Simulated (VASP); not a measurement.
## Hg: single point with PBE

Crystal: Hg.

```xyz
2
Lattice="3.4802 0.0000 0.0000 0.0000 5.6070 0.0000 -1.7332 0.0000 3.0834" Properties=species:S:1:pos:R:3 pbc="T T T"
Hg    0.8733    4.2052    0.6037
Hg    0.8737    1.4017    2.4798
```

```json
{
 "Program": "VASP 6.6.1",
 "Task": "single point",
 "Functional": "PBE",
 "Potentials or basis": "VASP PAW PBE potentials, release 64 (Hg)",
 "Cutoff": "520 eV",
 "k mesh": "9 × 5 × 9",
 "Occupations": "fermi-dirac, width 0.05 eV",
 "Spin": "no spin polarisation"
}
```

```
Pressure               : 0.4 GPa
Largest force          : 0.016 eV/Å
Band gap on the k mesh : zero (band 12 reaches 0.69 eV, above the bottom of band 13 at 0.53 eV)
```

Forces on the atoms (eV/Å):
```
Hg  -0.001  0.000 -0.016
Hg   0.001  0.000  0.016
```

Levels at points of the mesh, in eV from the Fermi level:
```tsv
k point	band 10	band 11	band 12	band 13	band 14	band 15
(0.00, 0.00, 0.00)	-5.38	-5.25	-1.42	-0.17	10.19	11.14
```

It took 68 s on 1 thread of Intel(R) Xeon(R) 6975P-C (Granite Rapids) (shared host), peak memory 0.26 GiB.

Caveat: spin-orbit coupling is left out, which moves the levels of the heavy elements.
